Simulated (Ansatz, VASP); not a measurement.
Two plane-wave programs on CoSi

INCAR

```
PREC = Accurate ; ENCUT = 520
EDIFF = 1E-7 ; ISMEAR = 0
SIGMA = 0.15 ; LREAL = F
LASPH = T ; NELM = 100
ALGO = Fast ; ISIF = 2
LWAVE = F ; LCHARG = T
GGA = PE ; LELF = T
LVHAR = T ; NBANDS = 36
```

The input KPOINTS:

```
regular mesh
0
Gamma
  10 10 10
```

The input POSCAR:

```
CoSi
1.0
    4.3643863315      0.0000000000      0.0000000000
    0.0000000000      4.3643863315      0.0000000000
    0.0000000000      0.0000000000      4.4308490675
Co Si
4 4
Direct
    0.1450189122      0.1450189122      0.1450189122
    0.3549810878      0.8549810878      0.6450189122
    0.6450189122      0.3549810878      0.8549810878
    0.8549810878      0.6450189122      0.3549810878
    0.8431597104      0.8431597104      0.8431597104
    0.6568402896      0.1568402896      0.3431597104
    0.3431597104      0.6568402896      0.1568402896
    0.1568402896      0.3431597104      0.6568402896
```

Input for Ansatz:

```yaml
crystal:
  lattice:
    - [4.3643863315, 0.0, 0.0]
    - [0.0, 4.3643863315, 0.0]
    - [0.0, 0.0, 4.4308490675]
  atoms:
    - { symbol: Co, position: [0.1450189122, 0.1450189122, 0.1450189122] }
    - { symbol: Co, position: [0.3549810878, 0.8549810878, 0.6450189122] }
    - { symbol: Co, position: [0.6450189122, 0.3549810878, 0.8549810878] }
    - { symbol: Co, position: [0.8549810878, 0.6450189122, 0.3549810878] }
    - { symbol: Si, position: [0.8431597104, 0.8431597104, 0.8431597104] }
    - { symbol: Si, position: [0.6568402896, 0.1568402896, 0.3431597104] }
    - { symbol: Si, position: [0.3431597104, 0.6568402896, 0.1568402896] }
    - { symbol: Si, position: [0.1568402896, 0.3431597104, 0.6568402896] }
basis:
  ecutwfc: 420
kpoints:
  mp_grid: { grid: [10, 10, 10] }
hamiltonian:
  xc: pbe
scf:
  occupations: { method: gaussian, width: 0.15 }
output:
  forces: true
  stress: true
  eigenvalues: true
```

Change from the starting cell: strain -0.015 along x and y, +0.000 along z, atoms carried along.

Alike in both runs: task single point; functional PBE; k mesh 10 × 10 × 10; occupations gaussian, width 0.15 eV; no spin polarisation.

|  | VASP | Ansatz |
| --- | --- | --- |
| version | VASP 6.6.1 | Ansatz 0.2.0 |
| potentials or method | VASP PAW PBE potentials, release 64 (Co, Si), cutoff 520 eV | scalar-relativistic, plane waves, PAW |
| valence electrons in the cell | 52 | 84 |

```tsv
	VASP	Ansatz	Ansatz less VASP
gap on the k mesh at the Fermi level (eV)	none	none	-
pressure (GPa)	7.3	7.3	+0.05
traceless stress, the component that is largest in VASP (GPa)	-2.54	-2.52	+0.015
rms of the force components (eV/Å)	0.037	0.036	-0.0012
```

Atom by atom the forces differ by 0.002 eV/Å (rms over components). A gap of «none» marks a metal or a gap that the smearing closes. VASP's potentials hold 52 valence electrons a cell and Ansatz's 84, so a difference there can come from the potentials and not from the codes.
